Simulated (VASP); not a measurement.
Ge, 1 atom in the cell. It takes space group I4/mmm (No. 139, tetragonal). The conventional cell has a = 2.923 Å, b = 2.923 Å, c = 4.071 Å, α = 90.00°, β = 90.00°, γ = 90.00°. Within 3.8 Å of Ge (site symmetry 4/mmm) lie 12 Ge at 2.90 to 2.92 Å.  This cell differs from its parent crystal: strain -0.015 along x and y, -0.030 along z.

| Property | Result |
| --- | --- |
| Program | VASP 6.6.1 |
| Task | single point |
| Functional | PBE |
| Dispersion | D3(BJ) |
| Potentials or basis | VASP PAW PBE potentials, release 64 (Ge_d) |
| Cutoff | 520 eV |
| k mesh | 20 × 20 × 20 |
| Occupations | gaussian, width 0.15 eV |
| Spin | no spin polarisation |
| Dipole correction | no |
| Further INCAR settings | ALGO = Normal; EDIFF = 1e-07; NBANDS = 13 |

Potentials or basis: VASP PAW PBE potentials, release 64 (Ge_d).

The run is started by

```sh
$ cat potpaw_PBE.64/Ge_d/POTCAR > POTCAR
$ mpirun -np 1 vasp_std > vasp.out
```

Hardware: 1 thread of Intel Xeon 6975P-C (shared host).

Estimate the wall time of this run.

Run time: 60 s on 1 thread of Intel Xeon 6975P-C, on a shared host, peak memory 0.26 GiB. Counts: scf iterations 12, k points 641.
